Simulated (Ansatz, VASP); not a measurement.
# TaSi2: VASP beside Ansatz

```
Ta Si
1.0
    -4.76086    0.00000    0.00000
    -2.38043   -4.12303    0.00000
     0.00000    0.00000   14.61157
Ta Si
6 12
Direct
  0.50000 0.00000 0.07479
  0.50000 0.00000 0.52346
  0.00000 0.50000 0.22435
  0.00000 0.50000 0.67302
  0.50000 0.50000 0.82258
  0.50000 0.50000 0.37391
  0.15927 0.68146 0.07479
  0.15927 0.68146 0.52346
  0.31854 0.84073 0.22435
  0.31854 0.84073 0.67302
  0.15927 0.15927 0.82258
  0.15927 0.15927 0.37391
  0.84073 0.31854 0.07479
  0.84073 0.31854 0.52346
  0.68146 0.15927 0.22435
  0.68146 0.15927 0.67302
  0.84073 0.84073 0.82258
  0.84073 0.84073 0.37391
```

Alike in both runs: task single point; functional PBEsol; k mesh 9 × 9 × 3; occupations gaussian, width 0.15 eV; no spin polarisation.

|  | VASP | Ansatz |
| --- | --- | --- |
| version | VASP 6.6.1 | Ansatz 0.2.0 |
| potentials or method | VASP PAW PBE potentials, release 64 (Ta_pv, Si), cutoff 520 eV | scalar-relativistic, plane waves, PAW |
| valence electrons in the cell | 114 | 126 |

```tsv
	VASP	Ansatz	Ansatz less VASP
gap on the k mesh at the Fermi level (eV)	none	none	-
pressure (GPa)	-4.0	-4.2	-0.25
traceless stress, the component that is largest in VASP (GPa)	-0.58	-0.60	-0.016
rms of the force components (eV/Å)	0.308	0.305	-0.0034
```

VASP's potentials were made for PBE, not for PBEsol. Atom by atom the forces differ by 0.005 eV/Å (rms over components). A gap of «none» marks a metal or a gap that the smearing closes. The functional is the same, so the differences come from potentials, cutoffs and numerics. VASP's potentials hold 114 valence electrons a cell and Ansatz's 126, so a difference there can come from the potentials and not from the codes.

Spin-orbit coupling is off throughout.
